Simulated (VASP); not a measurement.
CdSiP2: single point with r2SCAN

CdSiP2:

```
Cd Si P
1.0
    -2.81810    2.81810    5.18911
     2.81810   -2.81810    5.18911
     2.81810    2.81810   -5.18911
Cd Si P
2 2 4
Direct
  0.75000 0.25000 0.50000
  0.00000 0.00000 0.00000
  0.50000 0.50000 0.00000
  0.25000 0.75000 0.50000
  0.87500 0.82884 0.45384
  0.17116 0.62500 0.04616
  0.37500 0.42116 0.54616
  0.57884 0.12500 0.95384
```

* Program: VASP 6.6.1
* Task: single point
* Functional: r2SCAN
* Potentials or basis: VASP PAW PBE potentials, release 64 (Cd, Si, P)
* Cutoff: 550 eV
* k mesh: 6 × 6 × 6
* Occupations: gaussian, width 0.01 eV
* Spin: no spin polarisation

```
Pressure               : 2.7 GPa
Largest force          : 0.005 eV/Å
Band gap on the k mesh : 1.56 eV
```

Forces in eV/Å, atoms in the order of the input:
```
Cd   0.000  0.000  0.000
Cd   0.000  0.000  0.000
Si   0.000  0.000  0.000
Si   0.000  0.000  0.000
P   -0.005  0.000  0.000
P    0.000  0.005  0.000
P    0.005  0.000  0.000
P    0.000 -0.005  0.000
```

Stress tensor (GPa, compression positive):
```
2.71 0.00 0.00
0.00 2.71 0.00
0.00 0.00 2.56
```

Levels at points of the mesh, in eV from the valence-band top:
```tsv
k point	band 24	band 25	band 26	band 27	band 28	band 29
(0.00, 0.00, 0.00)	-0.28	-0.28	0.00	1.56	2.26	2.73
(0.50, 0.00, 0.00)	-1.68	-0.92	-0.55	2.81	3.24	3.27
(0.50, 0.50, 0.00)	-0.94	-0.47	-0.47	2.35	2.35	3.38
(0.50, 0.50, 0.50)	-1.88	-0.81	-0.81	2.23	2.23	2.29
```

It took 30 min on 1 thread of Oxide Virtual Turin-like Processor, on a shared host, peak memory 0.45 GiB.

Caveat: the PAW data sets were made with another functional, which shifts forces and pressure a little. A k mesh can miss the band edges.
